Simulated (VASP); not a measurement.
Wanted: the native input for a VASP 6.6.1 run.

```
Task                   : single point
Functional             : LDA
Potentials or basis    : VASP PAW LDA potentials, release 64 (Al, Pd)
Cutoff                 : 520 eV
k mesh                 : 9 × 9 × 9
Occupations            : methfessel-paxton, width 0.1 eV
Spin                   : no spin polarisation
Dipole correction      : no
Further INCAR settings : ALGO = Normal; EDIFF = 1e-07; NBANDS = 15
```

The structure of Al2Pd lies in POSCAR:

```
Al2Pd
1.0
    0.0000000000      2.9495360000      2.9495360000
    2.9495360000      0.0000000000      2.9495360000
    2.9495360000      2.9495360000      0.0000000000
Al Pd
2 1
Direct
    0.2500000000      0.2500000000      0.2500000000
    0.7500000000      0.7500000000      0.7500000000
    0.0000000000      0.0000000000      0.0000000000
```

The input as run:

INCAR

```
ALGO = Normal
EDIFF = 1E-7
ENCUT = 520
ISIF = 2
ISMEAR = 1
LASPH = T
LCHARG = F
LREAL = F
LWAVE = F
NBANDS = 15
NELM = 60
PREC = Accurate
SIGMA = 0.1
```

KPOINTS

```
k-points
0
Gamma
  9 9 9
```

Potentials or basis: VASP PAW LDA potentials, release 64 (Al, Pd).

Launch:

```sh
$ cat potpaw_LDA.64/Al/POTCAR potpaw_LDA.64/Pd/POTCAR > POTCAR
$ mpirun -np 1 vasp_std > vasp.out
```

Results of the run:

```json
{"Pressure": "-3.4 GPa", "Band gap on the k mesh": "zero (band 8 reaches 11.49 eV, above the bottom of band 9 at 6.16 eV)"}
```

Wall time 21 s on 1 thread of Intel Xeon 6975P-C, on a shared host, peak memory 0.16 GiB.
